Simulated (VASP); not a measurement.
YS, 2 atoms in the cell. The structure is tetragonal, space group I4/mmm (No. 139). Conventional cell: a = 4.355 Å, b = 4.355 Å, c = 4.355 Å, α = 90.00°, β = 90.00°, γ = 90.00°. Within 2.9 Å of Y (site symmetry 4/mmm) lie 2 S at 2.18 Å. Within 2.9 Å of S (site symmetry 4/mmm) lie 2 Y at 2.18 Å.  This cell differs from its parent crystal: ratio of the length along z to the lengths across it x 0.707, volume and fractional coordinates fixed.

```yaml
Program: VASP 6.6.1
Task: single point
Functional: r2SCAN
Potentials_or_basis: VASP PAW PBE potentials, release 64 (Y_sv, S)
Cutoff: 520 eV
k_mesh: 16 × 16 × 16
Occupations: gaussian, width 0.15 eV
Spin: no spin polarisation
Dipole_correction: no
Further_INCAR_settings: ALGO = Normal; EDIFF = 1e-06; NBANDS = 16
```

Potentials or basis: VASP PAW PBE potentials, release 64 (Y_sv, S).

Command:

```bash
$ cat potpaw_PBE.64/Y_sv/POTCAR potpaw_PBE.64/S/POTCAR > POTCAR
$ cp INCAR.step1 INCAR
$ mpirun -np 1 vasp_std > vasp.out
$ cp INCAR.step2 INCAR
$ mpirun -np 1 vasp_std > vasp.out
```

Hardware: 1 thread of AMD EPYC 9R45 96-Core Processor (Zen 5), on a shared host.

Question: Estimate the wall time of this run.

Answer: Run time: 6.6 min on 1 thread of AMD EPYC 9R45 96-Core Processor (Zen 5), with other jobs on the host, peak memory 0.35 GiB. Counts: k points 349.
